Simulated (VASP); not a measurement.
TiO2, 6 atoms in the cell. Symmetry: P4_2/mnm, No. 136, tetragonal system. Conventional cell: a = 4.588 Å, b = 4.588 Å, c = 3.141 Å, α = 90.00°, β = 90.00°, γ = 90.00°. Ti (site symmetry mmm) has 6 O at 1.99 to 2.01 Å within 2.6 Å. O (site symmetry m2m) has 3 Ti at 1.99 to 2.01 Å and 1 O at 2.52 Å within 2.6 Å.  This cell differs from its parent crystal: uniaxial strain along c: +4.5 %.

```yaml
Program: VASP 6.6.1
Task: single point
Functional: PBE
Potentials_or_basis: VASP PAW PBE potentials, release 64 (Ti_sv, O)
Cutoff: 520 eV
k_mesh: 6 × 6 × 10
Occupations: gaussian, width 0.02 eV
Spin: no spin polarisation
Hubbard_terms: Ti d U = 4.0 eV
Dipole_correction: no
Further_INCAR_settings: ALGO = Normal; EDIFF = 1e-07; NBANDS = 33
```

Potentials or basis: VASP PAW PBE potentials, release 64 (Ti_sv, O).

Run with:

```sh
$ cat potpaw_PBE.64/Ti_sv/POTCAR potpaw_PBE.64/O/POTCAR > POTCAR
$ mpirun -np 1 vasp_std > vasp.out
```

Hardware: 1 thread of Intel Xeon 8259CL, on a shared host.

How long does it take, and how much memory?

It took 3.1 min on 1 thread of Intel Xeon 8259CL, with other jobs on the host, peak memory 0.24 GiB. Counts: scf iterations 17, k points 60.
